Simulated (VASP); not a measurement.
Here is a VASP 6.6.1 calculation.

The input INCAR:

```
PREC = Accurate ; ENCUT = 600
EDIFF = 1E-7 ; ISMEAR = -1
SIGMA = 0.1 ; LREAL = False
LASPH = True ; NELM = 60
ALGO = Normal ; ISIF = 3
LWAVE = False ; LCHARG = False
GGA = PS ; IBRION = 2
NSW = 80 ; EDIFFG = -0.03
```

The input KPOINTS:

```
Automatic mesh
0
Gamma
  17 17 17
```

POSCAR

```
Pt
1.0
    2.5879566853      0.0000000000      0.0000000000
    0.0000000000      2.5879566853      0.0000000000
    0.0000000000      0.0000000000      2.5879566853
Pt
1
Direct
    0.0000000000      0.0000000000      0.0000000000
```

Potentials or basis: VASP PAW PBE potentials, release 64 (Pt).

Launch:

```sh
$ cat potpaw_PBE.64/Pt/POTCAR > POTCAR
$ mpirun -np 1 vasp_std > vasp.out
```

Problem. Estimate the relaxed cell.

Solution. a = 2.587 Å, b = 2.587 Å, c = 2.587 Å, α = 90.00°, β = 90.00°, γ = 90.00°.

Problem. What does it give for the relaxed volume?

Solution. 17.31 Å³/atom.

Final structure:
```yaml
crystal:
  lattice:
    - [2.58675, 0.00000, 0.00000]
    - [0.00000, 2.58675, 0.00000]
    - [0.00000, 0.00000, 2.58675]
  atoms:
    - { symbol: Pt, position: [0.00000, 0.00000, 0.00000] }
```

Caveat: the PAW data sets were made with another functional, which shifts forces and pressure a little.
